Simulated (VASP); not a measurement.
Wanted: the native input for a VASP 6.6.1 run.

* Task: single point
* Functional: PBEsol
* Potentials or basis: VASP PAW PBE potentials, release 64 (Ni, Ge_d)
* Cutoff: 520 eV
* k mesh: 6 × 10 × 6
* Occupations: gaussian, width 0.15 eV
* Spin: no spin polarisation
* Dipole correction: no
* Further INCAR settings: ALGO = Normal; EDIFF = 1e-07; NBANDS = 58

The structure of NiGe lies in POSCAR:

```
NiGe
1.0
    5.3107947965      0.0000000000      0.0000000000
    0.0000000000      3.4400167657      0.0000000000
    0.0000000000      0.0000000000      5.7392574950
Ni Ge
4 4
Direct
    0.9929865395      0.7500000000      0.1888713130
    0.0070134605      0.2500000000      0.8111286870
    0.5070134605      0.2500000000      0.6888713130
    0.4929865395      0.7500000000      0.3111286870
    0.8116425503      0.7500000000      0.5883967052
    0.1883574497      0.2500000000      0.4116032948
    0.6883574497      0.2500000000      0.0883967052
    0.3116425503      0.7500000000      0.9116032948
```

One way to write it, as run:

INCAR

```
PREC = Accurate ; ENCUT = 520
EDIFF = 1E-7 ; ISMEAR = 0
SIGMA = 0.15 ; LREAL = F
LASPH = T ; NELM = 60
ALGO = Normal ; ISIF = 2
LWAVE = F ; LCHARG = F
GGA = PS ; NBANDS = 58
```

KPOINTS

```
Automatic mesh
0
Gamma
  6 10 6
```

Potentials or basis: VASP PAW PBE potentials, release 64 (Ni, Ge_d).

The run is started by

```console
$ cat potpaw_PBE.64/Ni/POTCAR potpaw_PBE.64/Ge_d/POTCAR > POTCAR
$ mpirun -np 1 vasp_std > vasp.out
```

It gave:

```json
{
 "Pressure": "0.2 GPa",
 "Largest force": "0.013 eV/Å",
 "Band gap on the k mesh": "zero (bands 48 and 49 overlap by 1.62 eV)"
}
```

Caveat: the PAW data sets were made with another functional, which shifts forces and pressure a little.

Wall time 4.2 min on 1 thread of Intel(R) Xeon(R) 6975P-C (Granite Rapids) (shared host), peak memory 0.52 GiB.
